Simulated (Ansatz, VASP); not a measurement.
**Mg in VASP and in Ansatz**

```xyz
2
Lattice="3.2199 0.0000 0.0000 -1.6100 2.7885 0.0000 0.0000 0.0000 5.2276" Properties=species:S:1:pos:R:3 pbc="T T T"
Mg    0.0000    1.8590    1.3069
Mg    1.6100    0.9295    3.9207
```

Change from the starting cell: volume scaled by 1.01, crystal datasets.

Alike in both runs: task electric field gradients; functional PBEsol; k mesh 12 × 12 × 7; occupations fermi-dirac, width 0.08 eV; no spin polarisation.

|  | VASP | Ansatz |
| --- | --- | --- |
| version | VASP 6.6.1 | Ansatz 0.2.0 |
| potentials or method | VASP PAW PBE potentials, release 64 (Mg), cutoff 520 eV | all-electron PAW with datasets made for the crystal, scalar-relativistic |

Ansatz gave:

```
pressure (GPa)                                                : -1.5
traceless stress, the component that is largest in VASP (GPa) : -0.51
size of Vzz on the site where it differs most (V/Å²)          : 1.1
```

**Question.** What did VASP give for the same quantities?

**Answer.** Pressure (GPa): -1.5; traceless stress, the component that is largest in VASP (GPa): -0.51; size of Vzz on the site where it differs most (V/Å²): 1.0.

VASP's potentials were made for PBE, not for PBEsol. Ansatz ran all-electron here, and VASP with PAW potentials.
